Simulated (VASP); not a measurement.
# SrLiH3 (Pm-3m) in VASP: vibrations by perturbation theory with PBEsol

Aim: the vibrations by perturbation theory of SrLiH3 with PBEsol.

Everything below comes from runs of VASP 6.6.1. Logs are shortened: lines on timing, memory, paths and dates and some standing lists are left out, and cuts for length are marked.

## (1) The cell of the first run

Symmetry: Pm-3m, No. 221, cubic system. The conventional cell has a = 4.592 Å, b = 4.592 Å, c = 4.592 Å, α = 90.00°, β = 90.00°, γ = 90.00°. Within 4.3 Å of Li (site symmetry m-3m) lie 12 H at 3.25 Å and 8 Sr at 3.98 Å. Within 3.0 Å of Sr (site symmetry m-3m) lie 6 H at 2.30 Å. H (site symmetry 4/mmm) has 2 Sr at 2.30 Å within 3.0 Å.

## (2) Vibrations by perturbation theory, PBEsol

INCAR reads:

```
PREC = Accurate ; ENCUT = 520
EDIFF = 1E-8 ; ISMEAR = 0
SIGMA = 0.05 ; LREAL = False
LASPH = True ; NELM = 80
ALGO = Normal ; ISIF = 2
LWAVE = False ; LCHARG = False
GGA = PS ; NBANDS = 16
IBRION = 8 ; NSW = 1
```

KPOINTS reads:

```
regular mesh
0
Gamma
  6 6 6
```

POSCAR reads:

```
SrLiH3
1.0
    4.5924889880      0.0000000000      0.0000000000
    0.0000000000      4.5924889880      0.0000000000
    0.0000000000      0.0000000000      4.5924889880
Li Sr H
1 1 3
Direct
    0.0000000000      0.0000000000      0.0000000000
    0.5000000000      0.5000000000      0.5000000000
    0.0000000000      0.5000000000      0.5000000000
    0.5000000000      0.0000000000      0.5000000000
    0.5000000000      0.5000000000      0.0000000000
```

Potentials or basis: VASP PAW PBE potentials, release 64 (Li_sv, Sr_sv, H).

Run with:

```bash
> cat potpaw_PBE.64/Li_sv/POTCAR potpaw_PBE.64/Sr_sv/POTCAR potpaw_PBE.64/H/POTCAR > POTCAR
> mpirun -np 1 vasp_std > vasp.out
```

OUTCAR:

```text
PREC = Accurate
   ENCUT = 520
   EDIFF = 1E-8
   ISMEAR = 0
   LREAL = False
   LASPH = True
   NELM = 80
   ISIF = 2
   GGA = PS
   IBRION = 8
   NSW = 1

 ion  position               nearest neighbor table
   1  0.000  0.000  0.000-
   2  0.500  0.500  0.500-   3 2.30   4 2.30   5 2.30   5 2.30   4 2.30   3 2.30
   3  0.000  0.500  0.500-   2 2.30   2 2.30
   4  0.500  0.000  0.500-   2 2.30   2 2.30
   5  0.500  0.500  0.000-   2 2.30   2 2.30

  LATTYP: Found a simple cubic cell.
 ALAT       =     4.5924889880

  Lattice vectors:

 A1 = (   4.5924889880,   0.0000000000,   0.0000000000)
 A2 = (   0.0000000000,   4.5924889880,   0.0000000000)
 A3 = (   0.0000000000,   0.0000000000,   4.5924889880)

Analysis of symmetry for initial positions (statically):
=====================================================================
 Subroutine PRICEL returns:
 Original cell was already a primitive cell.

 Routine SETGRP: Setting up the symmetry group for a
 simple cubic supercell.

 Subroutine GETGRP returns: Found 48 space group operations
 (whereof 48 operations were pure point group operations)
 out of a pool of 48 trial point group operations.

The static configuration has the point symmetry O_h .

Analysis of symmetry for dynamics (positions and initial velocities):
=====================================================================
 Subroutine PRICEL returns:
 Original cell was already a primitive cell.

 Routine SETGRP: Setting up the symmetry group for a
 simple cubic supercell.

 Subroutine GETGRP returns: Found 48 space group operations
 (whereof 48 operations were pure point group operations)
 out of a pool of 48 trial point group operations.

The dynamic configuration has the point symmetry O_h .

 Subroutine INISYM returns: Found 48 space group operations
 (whereof 48 operations are pure point group operations),
 and found     1 'primitive' translations

----------------------------------------------------------------------------------------

                                     Primitive cell

  volume of cell :      96.8600

  direct lattice vectors                    reciprocal lattice vectors
     4.592488988  0.000000000  0.000000000     0.217746848  0.000000000  0.000000000
     0.000000000  4.592488988  0.000000000     0.000000000  0.217746848  0.000000000
     0.000000000  0.000000000  4.592488988     0.000000000  0.000000000  0.217746848

  length of vectors
     4.592488988  4.592488988  4.592488988     0.217746848  0.217746848  0.217746848

  position of ions in fractional coordinates (direct lattice)
     0.000000000  0.000000000  0.000000000
     0.500000000  0.500000000  0.500000000
     0.000000000  0.500000000  0.500000000
     0.500000000  0.000000000  0.500000000
     0.500000000  0.500000000  0.000000000

  ion indices of the primitive-cell ions
   primitive index   ion index
                 1           1
                 2           2
                 3           3
                 4           4
                 5           5

----------------------------------------------------------------------------------------

 KPOINTS: regular mesh

Automatic generation of k-mesh.
 Grid dimensions read from file:
 generate k-points for:    6    6    6

 Generating k-lattice:
[... 87 lines left out ...]
   LRPA    =     F    only Hartree local field effects (RPA)
 non-spin polarized calculation
 Gauss-broadening in eV      SIGMA  =   0.05
  energy-cutoff  :      520.00
  volume of cell :       96.86
 maximum number of plane-waves:      2629
 NGX is ok and might be reduce to    36
   NGX = 17   NGY = 17   NGZ = 17

--------------------------------------- Ionic step        1  -------------------------------------------

 number of electron      16.0000008 magnetization

 Free energy of the ion-electron system (eV)
  ---------------------------------------------------
  ext. energy  EPLUGINS =         0.00000000
  ---------------------------------------------------
  free energy    TOTEN  =       -13.84565209 eV

  energy without entropy =      -13.84565209  energy(sigma->0) =      -13.84565209

 E-fermi :  -1.0935     XC(G=0):  -7.0007

 val. band max:       -1.3942512925   @ k =   0.5000   0.5000   0.5000
 cond. band min:       0.2648744228   @ k =   0.5000   0.5000   0.0000
 fundamental gap:      1.6591257152
 Fermi energy:        -1.0934542486

 k-point     1 :       0.0000    0.0000    0.0000
  band No.  band energies     occupation
      1     -48.2978      2.00000
      2     -34.2087      2.00000
      3     -16.3014      2.00000
      4     -16.3014      2.00000
      5     -16.3014      2.00000
      6      -4.6506      2.00000
[... 359 lines left out ...]
      5     -16.4101      2.00000
      6      -1.3943      2.00000
[... 8 lines left out ...]
     15       5.7888      0.00000
     16       7.8240      0.00000

------------------------ aborting loop because EDIFF is reached ----------------------------------------

  FORCE on cell =-STRESS in cart. coord.  units (eV):
  Direction    XX          YY          ZZ          XY          YZ          ZX
  --------------------------------------------------------------------------------------
  -------------------------------------------------------------------------------------
  Total        0.0008617      0.0008617      0.0008617     -0.0000000     -0.0000000      0.0000000
  in kB        0.0142528      0.0142528      0.0142528     -0.0000000     -0.0000000      0.0000000
  external PRESSURE =       0.0142528 kB  Pullay stress =       0.0000000 kB

 VOLUME and BASIS-vectors are now :
 -----------------------------------------------------------------------------
  energy-cutoff  :      520.00
  volume of cell :       96.86
      direct lattice vectors                 reciprocal lattice vectors
     4.592488988  0.000000000  0.000000000     0.217746848  0.000000000  0.000000000
     0.000000000  4.592488988  0.000000000     0.000000000  0.217746848  0.000000000
     0.000000000  0.000000000  4.592488988     0.000000000  0.000000000  0.217746848

 POSITION                                       TOTAL-FORCE (eV/Angst)
 -----------------------------------------------------------------------------------
      0.00000      0.00000      0.00000         0.000000      0.000000      0.000000
      2.29624      2.29624      2.29624         0.000000      0.000000      0.000000
      0.00000      2.29624      2.29624         0.000000      0.000000      0.000000
      2.29624      0.00000      2.29624         0.000000      0.000000      0.000000
      2.29624      2.29624      0.00000         0.000000      0.000000      0.000000
 -----------------------------------------------------------------------------------
    total drift:                                0.000000      0.000000      0.000000

  FREE ENERGIE OF THE ION-ELECTRON SYSTEM (eV)
  ---------------------------------------------------
  free  energy   TOTEN  =       -13.8456520885 eV

  energy  without entropy=      -13.8456520885  energy(sigma->0) =      -13.84565209

[... ionic steps 2 to 9 ...]

--------------------------------------- Ionic step       10  -------------------------------------------

------------------------ aborting loop because EDIFF is reached ----------------------------------------

--------------------------------------- Ionic step       11  -------------------------------------------

 Free energy of the ion-electron system (eV)
  ---------------------------------------------------
  ---------------------------------------------------
  free energy    TOTEN  =        -0.01719883 eV

  energy without entropy =       -0.01719883

------------------------ aborting loop because EDIFF is reached ----------------------------------------

 INTERNAL STRAIN TENSOR  FOR ION    3  DIRECTION 2   (eV/Angst):
 -----------------------------------------------------------------------------
     0.00161  0.00000  0.00000
     0.00000 -0.00798  0.00000
     0.00000  0.00000 -0.00112

 INTERNAL STRAIN TENSOR FOR ION    5 for displacements in x,y,z  (eV/Angst):
          X           Y           Z          XY          YZ          ZX
  --------------------------------------------------------------------------------
  x     0.00000     0.00000     0.00000     0.00000     0.00000     0.00000
  y     0.00000     0.00000     0.00000     0.00000     0.00000     0.00000
  z     0.00000     0.00000     0.00000     0.00000     0.00000     0.00000

 SECOND DERIVATIVES (NOT SYMMETRIZED)
 ------------------------------------
               1X          1Y          1Z          2X          2Y          2Z          3X          3Y          3Z          4X          4Y          4Z          5X          5Y          5Z
  1X     0.532119   -0.000000    0.000000    0.799292    0.000000   -0.000000    0.150773   -0.000000   -0.000000   -0.741092   -0.000000   -0.000000   -0.741092   -0.000000   -0.000000
  1Y    -0.000000    0.532119   -0.000000    0.000000    0.799292    0.000000   -0.000000   -0.741092   -0.000000   -0.000000    0.150773    0.000000   -0.000000   -0.741092   -0.000000
  1Z     0.000000    0.000000    0.532119    0.000000    0.000000    0.799292   -0.000000   -0.000000   -0.741092   -0.000000   -0.000000   -0.741092    0.000000    0.000000    0.150773
  2X     0.787836   -0.000000    0.000000   -6.855142   -0.000000    0.000000    5.668011   -0.000000    0.000000    0.199647    0.000000    0.000000    0.199647   -0.000000   -0.000000
  2Y    -0.000000    0.787836    0.000000   -0.000000   -6.855142    0.000000    0.000000    0.199647    0.000000   -0.000000    5.668011    0.000000   -0.000000    0.199647   -0.000000
  2Z     0.000000    0.000000    0.787836   -0.000000    0.000000   -6.855142    0.000000   -0.000000    0.199647    0.000000    0.000000    0.199647    0.000000   -0.000000    5.668011
  3X     0.148311   -0.000000    0.000000    5.669584   -0.000000    0.000000   -6.155138    0.000000   -0.000000    0.168621   -0.000000   -0.000000    0.168621   -0.000000    0.000000
  3Y     0.000000   -0.739033    0.000000    0.000000    0.201555    0.000000    0.000000    0.513026    0.000000    0.000000    0.168419    0.000000    0.000000   -0.143967    0.000000
  3Z     0.000000    0.000000   -0.739033    0.000000    0.000000    0.201555    0.000000    0.000000    0.513026    0.000000    0.000000   -0.143967    0.000000    0.000000    0.168419
  4X    -0.739033    0.000000    0.000000    0.201555    0.000000    0.000000    0.168419    0.000000    0.000000    0.513026    0.000000    0.000000   -0.143967    0.000000    0.000000
  4Y     0.000000    0.148311   -0.000000   -0.000000    5.669584   -0.000000   -0.000000    0.168621   -0.000000    0.000000   -6.155138   -0.000000   -0.000000    0.168621   -0.000000
  4Z     0.000000    0.000000   -0.739033    0.000000    0.000000    0.201555    0.000000    0.000000   -0.143967    0.000000    0.000000    0.513026    0.000000    0.000000    0.168419
  5X    -0.739033    0.000000    0.000000    0.201555    0.000000    0.000000    0.168419    0.000000    0.000000   -0.143967    0.000000    0.000000    0.513026    0.000000    0.000000
  5Y     0.000000   -0.739033    0.000000    0.000000    0.201555    0.000000    0.000000   -0.143967    0.000000    0.000000    0.168419    0.000000    0.000000    0.513026    0.000000
  5Z    -0.000000    0.000000    0.148311   -0.000000   -0.000000    5.669584   -0.000000   -0.000000    0.168621   -0.000000   -0.000000    0.168621   -0.000000   -0.000000   -6.155138

 Eigenvectors and eigenvalues of the dynamical matrix
 ----------------------------------------------------

   1 f  =   39.001691 THz   245.054854 2PiTHz 1300.956389 cm-1   161.297962 meV
             X         Y         Z           dx          dy          dz
      0.000000  0.000000  0.000000    -0.000000    0.000000   -0.010687
      2.296244  2.296244  2.296244    -0.000000    0.000000   -0.097765
      0.000000  2.296244  2.296244     0.000000    0.000000   -0.025555
      2.296244  0.000000  2.296244    -0.000000   -0.000000   -0.025555
      2.296244  2.296244  0.000000    -0.000000    0.000000    0.994496
[... 105 lines left out ...]
  15 f/i=   12.671587 THz    79.617928 2PiTHz  422.678639 cm-1    52.405449 meV
             X         Y         Z           dx          dy          dz
      0.000000  0.000000  0.000000    -0.000000    0.000000   -0.000000
      2.296244  2.296244  2.296244     0.000000   -0.000000    0.000000
      0.000000  2.296244  2.296244     0.000000   -0.471904    0.508312
      2.296244  0.000000  2.296244     0.137570   -0.000000   -0.508312
      2.296244  2.296244  0.000000    -0.137570    0.471904    0.000000

--------------------------------------------------------------------------------------------------------

 ELASTIC MODULI CONTR FROM IONIC RELAXATION (kBar)
 Direction    XX          YY          ZZ          XY          YZ          ZX
 --------------------------------------------------------------------------------
 XX           0.0000      0.0000      0.0000      0.0000      0.0000      0.0000
 YY           0.0000      0.0000      0.0000      0.0000      0.0000      0.0000
 ZZ           0.0000      0.0000      0.0000      0.0000      0.0000      0.0000
 XY           0.0000      0.0000      0.0000      0.0000      0.0000      0.0000
 YZ           0.0000      0.0000      0.0000      0.0000      0.0000      0.0000
 ZX           0.0000      0.0000      0.0000      0.0000      0.0000      0.0000
 --------------------------------------------------------------------------------
```

Wall time 14 min (1 thread of Intel Xeon Platinum 8259CL at 2.50GHz (Skylake/Cascade Lake), shared host); peak memory 0.44 GiB.

Results:

```
Highest phonon frequency at Γ : 1301 cm⁻¹
Most unstable mode            : 423i cm⁻¹
```

Phonon frequencies in cm⁻¹ (negative: imaginary):
| q point | frequencies |
| --- | --- |
| (0.000, 0.000, 0.000) | -423 -423 -423 -420 -420 -420 0 0 0 241 241 241 1301 1301 1301 |

Caveat: the cutoff is under 1.25 times the usual one of these potentials, so pressure, stress and relaxed cells hold a basis-set (Pulay) error; some modes are imaginary; the PAW data sets were made with another functional, which shifts forces and pressure a little.
